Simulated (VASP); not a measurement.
# ZrC (R-3m) in VASP: single point with PBE

Aim: the single point of ZrC with PBE.

Everything below comes from runs of VASP 6.6.1. Logs are shortened: lines on timing, memory, paths and dates and some standing lists are left out, and cuts for length are marked.

**1. The cell of the first run**

The structure is trigonal, space group R-3m (No. 166). Conventional cell: a = 3.301 Å, b = 3.301 Å, c = 16.633 Å, α = 90.00°, β = 90.00°, γ = 120.00°. Within 2.9 Å of Zr (site symmetry 3m) lie 6 C at 2.17 to 2.58 Å and 3 Zr at 2.82 Å. Within 3.4 Å of C (site symmetry -3m) lie 6 Zr at 2.58 Å and 12 C at 3.30 to 3.36 Å. C (site symmetry -3m) has 6 Zr at 2.17 Å within 2.9 Å.

**2. Single point, PBE**

INCAR reads:

```
SYSTEM = ZrC
  PREC = Accurate
  ENCUT = 520
  EDIFF = 1E-7
  ISMEAR = 0
  SIGMA = 0.1
  LREAL = .FALSE.
  LASPH = .TRUE.
  NELM = 80
  ALGO = Normal
  ISIF = 2
  LWAVE = .FALSE.
  LCHARG = .FALSE.
  GGA = PE
  NBANDS = 24
```

KPOINTS reads:

```
regular mesh
0
G
  6 6 6
  0 0 0
```

POSCAR reads:

```
ZrC
1.0
    1.6505627400      0.9529528400      5.5444170900
   -1.6505627400      0.9529528400      5.5444170900
    0.0000000000     -1.9059056900      5.5444170900
Zr C
2 2
Direct
    0.2708258700      0.2708258700      0.2708258700
    0.7291741300      0.7291741300      0.7291741300
    0.5000000000      0.5000000000      0.5000000000
    0.0000000000      0.0000000000      0.0000000000
```

Potentials or basis: VASP PAW PBE potentials, release 64 (Zr_sv, C).

Started as:

```sh
$ cat potpaw_PBE.64/Zr_sv/POTCAR potpaw_PBE.64/C/POTCAR > POTCAR
$ mpirun -np 1 vasp_std > vasp.out
```

OUTCAR:

```text
SYSTEM = ZrC
   PREC = Accurate
   ENCUT = 520
   EDIFF = 1E-7
   ISMEAR = 0
   LREAL = .FALSE.
   LASPH = .TRUE.
   NELM = 80
   ISIF = 2
   GGA = PE

 ion  position               nearest neighbor table
   1  0.271  0.271  0.271-   4 2.17   4 2.17   4 2.17   3 2.58   3 2.58   3 2.58   2 2.82   2 2.82
                             2 2.82
   2  0.729  0.729  0.729-   4 2.17   4 2.17   4 2.17   3 2.58   3 2.58   3 2.58   1 2.82   1 2.82
                             1 2.82
   3  0.500  0.500  0.500-   1 2.58   1 2.58   2 2.58   2 2.58   1 2.58   2 2.58
   4  0.000  0.000  0.000-   2 2.17   2 2.17   1 2.17   1 2.17   2 2.17   1 2.17

  LATTYP: Found a trigonal (rhomboedric) cell.
 ALAT       =     5.8628523213
 COS(alpha) =     0.8414828847

  Lattice vectors:

 A1 = (   1.6505627400,   0.9529528400,   5.5444170900)
 A2 = (  -1.6505627400,   0.9529528400,   5.5444170900)
 A3 = (   0.0000000000,  -1.9059056900,   5.5444170900)

Analysis of symmetry for initial positions (statically):
=====================================================================
 Subroutine PRICEL returns:
 Original cell was already a primitive cell.

 Routine SETGRP: Setting up the symmetry group for a
 trigonal (rhombohedral) supercell.

 Subroutine GETGRP returns: Found 12 space group operations
 (whereof 12 operations were pure point group operations)
 out of a pool of 12 trial point group operations.

The static configuration has the point symmetry D_3d.

Analysis of symmetry for dynamics (positions and initial velocities):
=====================================================================
 Subroutine PRICEL returns:
 Original cell was already a primitive cell.

 Routine SETGRP: Setting up the symmetry group for a
 trigonal (rhombohedral) supercell.

 Subroutine GETGRP returns: Found 12 space group operations
 (whereof 12 operations were pure point group operations)
 out of a pool of 12 trial point group operations.

The dynamic configuration has the point symmetry D_3d.

 Subroutine INISYM returns: Found 12 space group operations
 (whereof 12 operations are pure point group operations),
 and found     1 'primitive' translations

----------------------------------------------------------------------------------------

                                     Primitive cell

  volume of cell :      52.3252

  direct lattice vectors                    reciprocal lattice vectors
     1.650562740  0.952952840  5.544417090     0.302926988  0.174894978  0.060120537
    -1.650562740  0.952952840  5.544417090    -0.302926988  0.174894978  0.060120537
     0.000000000 -1.905905690  5.544417090     0.000000000 -0.349789956  0.060120537

  length of vectors
     5.862852321  5.862852321  5.862852323     0.354918995  0.354918995  0.354918994

  position of ions in fractional coordinates (direct lattice)
     0.270825870  0.270825870  0.270825870
     0.729174130  0.729174130  0.729174130
     0.500000000  0.500000000  0.500000000
     0.000000000  0.000000000  0.000000000

  ion indices of the primitive-cell ions
   primitive index   ion index
                 1           1
                 2           2
                 3           3
                 4           4

----------------------------------------------------------------------------------------

 KPOINTS: regular mesh

Automatic generation of k-mesh.
 Grid dimensions read from file:
 generate k-points for:    6    6    6

 Generating k-lattice:

  Cartesian coordinates                     Fractional coordinates (reciprocal lattice)
     0.050487831  0.029149163  0.010020090     0.166666667 -0.000000000 -0.000000000
    -0.050487831  0.029149163  0.010020090    -0.000000000  0.166666667 -0.000000000
     0.000000000 -0.058298326  0.010020089     0.000000000  0.000000000  0.166666667

  Length of vectors
     0.059153166  0.059153166  0.059153166

  Shift w.r.t. Gamma in fractional coordinates (k-lattice)
     0.000000000  0.000000000  0.000000000

 Subroutine IBZKPT returns following result:
 ===========================================

 Found     32 irreducible k-points:

 Following reciprocal coordinates:
            Coordinates               Weight
  0.000000  0.000000  0.000000      1.000000
  0.166667 -0.000000  0.000000      6.000000
  0.333333  0.000000 -0.000000      6.000000
  0.500000 -0.000000  0.000000      3.000000
  0.166667  0.166667  0.000000      6.000000
  0.333333  0.166667  0.000000     12.000000
[... 16 lines left out ...]
  0.500000  0.500000  0.166667      6.000000
 -0.333333  0.500000  0.166667     12.000000
 [... further k-points ...]
   k-points           NKPTS =     32   k-points in BZ     NKDIM =     32   number of bands    NBANDS=     24
   number of dos      NEDOS =    301   number of ions     NIONS =      4
   total plane-waves  NPLWV = 110592
   dimension x,y,z NGX =    48 NGY =   48 NGZ =   48
   dimension x,y,z NGXF=    96 NGYF=   96 NGZF=   96
   ions per type =               2   2
   NGX,Y,Z   is equivalent  to a cutoff of  13.61, 13.61, 13.61 a.u.
   NGXF,Y,Z  is equivalent  to a cutoff of  27.22, 27.22, 27.22 a.u.
 SYSTEM =  ZrC
   PREC   = accura    normal or accurate (medium, high low for compatibility)
   ISTART =      0    job   : 0-new  1-cont  2-samecut
   ICHARG =      2    charge: 1-file 2-atom 10-const
   ISPIN  =      1    spin polarized calculation?
   LNONCOLLINEAR =      F non collinear calculations
   LSORBIT =      F    spin-orbit coupling
   LASPH  =      T    aspherical Exc in radial PAW
   ENCUT  =  520.0 eV  38.22 Ry    6.18 a.u.  10.90 10.90 10.90*2*pi/ulx,y,z
   NELM   =     80;   NELMIN=  2; NELMDL= -5     # of ELM steps
   EDIFF  = 0.1E-06   stopping-criterion for ELM
   LREAL  =      F    real-space projection
   EDIFFG = 0.1E-05   stopping-criterion for IOM
   NSW    =      0    number of steps for IOM
   IBRION =     -1    ionic relax: 0-MD 1-quasi-New 2-CG
   NFREE  =      0    steps in history (QN), initial steepest desc. (CG)
   ISIF   =      2    stress and relaxation
   ISYM   =      2    0-nonsym 1-usesym 2-fastsym
   POTIM  = 0.5000    time-step for ionic-motion
   TEBEG  =    0.0;   TEEND  =   0.0 temperature during run
   PSTRESS=    0.0 pullay stress
   NELECT =      32.0000    total number of electrons
   NUPDOWN=      -1.0000    fix difference up-down
   EMIN   =  10.00;   EMAX   =-10.00  energy-range for DOS
   EFERMI =   0.00;   METHOD = LEGACY
   ISMEAR =     0;   SIGMA  =   0.10  broadening in eV -4-tet -1-fermi 0-gaus
   EFERMI_NEDOS =   21; number of points for ismear=-14 and -15
   IALGO  =     38    algorithm
   IMIX   =      4    mixing-type and parameters
     AMIX     =   0.40;   BMIX     =  1.00
     AMIX_MAG =   1.60;   BMIX_MAG =  1.00
  volume/ion in A,a.u.               =      13.08        88.28
  Fermi-wavevector in a.u.,A,eV,Ry     =   1.389594  2.625952 26.272466  1.930972
  Thomas-Fermi vector in A             =   2.513610
   LORBIT       =      0    0 simple, 1 ext, 2 COOP (PROOUT), +10 PAW based schemes
   GGA     = PE    functional components
   LHFCALC =     F    Hartree Fock is set to
   AEXX    =    0.0000 exact exchange contribution
   IVDW    =     0    specifies the selected vdW correction
   LEPSILON=     F    determine dielectric tensor
   LRPA    =     F    only Hartree local field effects (RPA)
 non-spin polarized calculation
 Gauss-broadening in eV      SIGMA  =   0.10
  energy-cutoff  :      520.00
  volume of cell :       52.33
 maximum number of plane-waves:      1426
 NGX is ok and might be reduce to    48
   NGX = 21   NGY = 21   NGZ = 21

 number of electron      32.0000000 magnetization

 Free energy of the ion-electron system (eV)
  ---------------------------------------------------
  ext. energy  EPLUGINS =         0.00000000
  ---------------------------------------------------
  free energy    TOTEN  =       -35.25337827 eV

  energy without entropy =      -35.24622666  energy(sigma->0) =      -35.24980246

 E-fermi :   9.3927     XC(G=0): -12.0020

 val. band max:        9.3509455931   @ k =   0.3333   0.1667   0.1667
 cond. band min:       9.4187167347   @ k =   0.1667  -0.0000   0.0000
 fundamental gap:      0.0677711416
 Fermi energy:         9.3926872326

 k-point     1 :       0.0000    0.0000    0.0000
  band No.  band energies     occupation
      1     -38.7460      2.00000
      2     -38.4018      2.00000
      3     -17.5195      2.00000
      4     -16.5769      2.00000
      5     -16.5769      2.00000
      6     -16.2820      2.00000
[... 16 lines left out ...]
     23      14.7309      0.00000
     24      14.7324      0.00000

 k-point     2 :       0.1667   -0.0000    0.0000
  band No.  band energies     occupation
      1     -38.7065      2.00000
      2     -38.4025      2.00000
      3     -17.4819      2.00000
      4     -16.8473      2.00000
      5     -16.6690      2.00000
      6     -16.4047      2.00000
[... 16 lines left out ...]
     23      15.0875      0.00000
     24      15.6455      0.00000

 k-point     3 :       0.3333    0.0000   -0.0000
  band No.  band energies     occupation
      1     -38.6146      2.00000
      2     -38.4163      2.00000
      3     -17.4962      2.00000
      4     -17.2525      2.00000
      5     -16.8229      2.00000
      6     -16.5324      2.00000
[... 16 lines left out ...]
     23      16.1751      0.00000
     24      16.2199      0.00000

 k-point     4 :       0.5000   -0.0000    0.0000
  band No.  band energies     occupation
      1     -38.5512      2.00000
      2     -38.4403      2.00000
      3     -17.6023      2.00000
      4     -17.3803      2.00000
      5     -16.8919      2.00000
      6     -16.4752      2.00000
[... 16 lines left out ...]
     23      15.0424      0.00000
     24      16.7131      0.00000

 k-point     5 :       0.1667    0.1667    0.0000
  band No.  band energies     occupation
      1     -38.7062      2.00000
      2     -38.4029      2.00000
      3     -17.4782      2.00000
      4     -16.8538      2.00000
      5     -16.6719      2.00000
      6     -16.3985      2.00000
[... 16 lines left out ...]
     23      15.2904      0.00000
     24      15.8480      0.00000

 k-point     6 :       0.3333    0.1667    0.0000
  band No.  band energies     occupation
      1     -38.6398      2.00000
      2     -38.4107      2.00000
      3     -17.4623      2.00000
      4     -17.1078      2.00000
      5     -16.9110      2.00000
      6     -16.4173      2.00000
[... 16 lines left out ...]
     23      15.2598      0.00000
     24      16.7806      0.00000
[... 379 lines left out ...]
 k-point    21 :      -0.3333    0.3333    0.1667
  band No.  band energies     occupation
      1     -38.5517      2.00000
      2     -38.4398      2.00000
      3     -17.5292      2.00000
      4     -17.3378      2.00000
      5     -17.0511      2.00000
      6     -16.4796      2.00000
[... 16 lines left out ...]
     23      16.2355      0.00000
     24      16.5467      0.00000

 k-point    22 :      -0.1667    0.3333    0.1667
  band No.  band energies     occupation
      1     -38.5533      2.00000
      2     -38.4382      2.00000
      3     -17.5231      2.00000
      4     -17.3391      2.00000
      5     -17.0555      2.00000
      6     -16.4824      2.00000
[... 16 lines left out ...]
     23      15.4486      0.00000
     24      16.5420      0.00000

 k-point    23 :       0.5000    0.5000    0.1667
  band No.  band energies     occupation
      1     -38.6132      2.00000
      2     -38.4178      2.00000
      3     -17.5056      2.00000
      4     -17.2878      2.00000
      5     -16.8314      2.00000
      6     -16.4792      2.00000
[... 16 lines left out ...]
     23      15.4471      0.00000
     24      17.0470      0.00000

 k-point    24 :      -0.3333    0.5000    0.1667
  band No.  band energies     occupation
      1     -38.5521      2.00000
      2     -38.4394      2.00000
      3     -17.5371      2.00000
      4     -17.3504      2.00000
      5     -17.0493      2.00000
      6     -16.4687      2.00000
[... 16 lines left out ...]
     23      16.1123      0.00000
     24      16.6890      0.00000

 [... further k-points ...]

------------------------ aborting loop because EDIFF is reached ----------------------------------------

  FORCE on cell =-STRESS in cart. coord.  units (eV):
  Direction    XX          YY          ZZ          XY          YZ          ZX
  --------------------------------------------------------------------------------------
  -------------------------------------------------------------------------------------
  Total        7.0631271      7.0631272      8.6438819      0.0000000     -0.0000000      0.0000000
  in kB      216.2703658    216.2703663    264.6724982      0.0000000     -0.0000002      0.0000000
  external PRESSURE =     232.4044101 kB  Pullay stress =       0.0000000 kB

 VOLUME and BASIS-vectors are now :
 -----------------------------------------------------------------------------
  energy-cutoff  :      520.00
  volume of cell :       52.33
      direct lattice vectors                 reciprocal lattice vectors
     1.650562740  0.952952840  5.544417090     0.302926988  0.174894978  0.060120537
    -1.650562740  0.952952840  5.544417090    -0.302926988  0.174894978  0.060120537
     0.000000000 -1.905905690  5.544417090     0.000000000 -0.349789956  0.060120537

 POSITION                                       TOTAL-FORCE (eV/Angst)
 -----------------------------------------------------------------------------------
      0.00000     -0.00000      4.50471         0.000000      0.000000     -9.907788
      0.00000     -0.00000     12.12854         0.000000     -0.000000      9.907788
      0.00000     -0.00000      8.31663         0.000000      0.000000     -0.000000
      0.00000      0.00000      0.00000         0.000000     -0.000000      0.000000
 -----------------------------------------------------------------------------------
    total drift:                                0.000000      0.000000      0.000000

  FREE ENERGIE OF THE ION-ELECTRON SYSTEM (eV)
  ---------------------------------------------------
  free  energy   TOTEN  =       -35.2533782725 eV

  energy  without entropy=      -35.2462266575  energy(sigma->0) =      -35.24980246
```

Run time: 2.1 min. Hardware: 1 thread of Intel Xeon Platinum 8259CL at 2.50GHz (Skylake/Cascade Lake), shared host; peak memory 0.33 GiB.

What came out:

- Free energy: -35.2534 eV
- Pressure: 23.2 GPa
- Largest force: 9.908 eV/Å
- Band gap on the k mesh: zero (bands 16 and 17 overlap by 0.70 eV)

Forces on the atoms (eV/Å):
```
Zr   0.000  0.000 -9.908
Zr   0.000  0.000  9.908
C    0.000  0.000  0.000
C    0.000  0.000  0.000
```

Levels at points of the mesh, in eV from the Fermi level:
```csv
k point,band 14,band 15,band 16,band 17,band 18,band 19
"(0.00, 0.00, 0.00)",0.12,0.38,0.38,1.44,1.44,2.54
"(0.50, 0.00, 0.00)",-2.06,-2.03,-0.49,-0.31,3.56,3.90
"(0.50, 0.50, 0.00)",-1.80,-1.79,-0.65,0.42,3.78,3.83
"(0.50, 0.50, 0.50)",-1.41,0.07,0.07,0.77,0.77,2.91
```

Caveat: the k points lie up to 0.37 Å⁻¹ apart, too coarse for converged energies and pressures of a metal; forces of over 1 eV/Å act on the atoms, so gaps and moduli don't describe the material at rest.
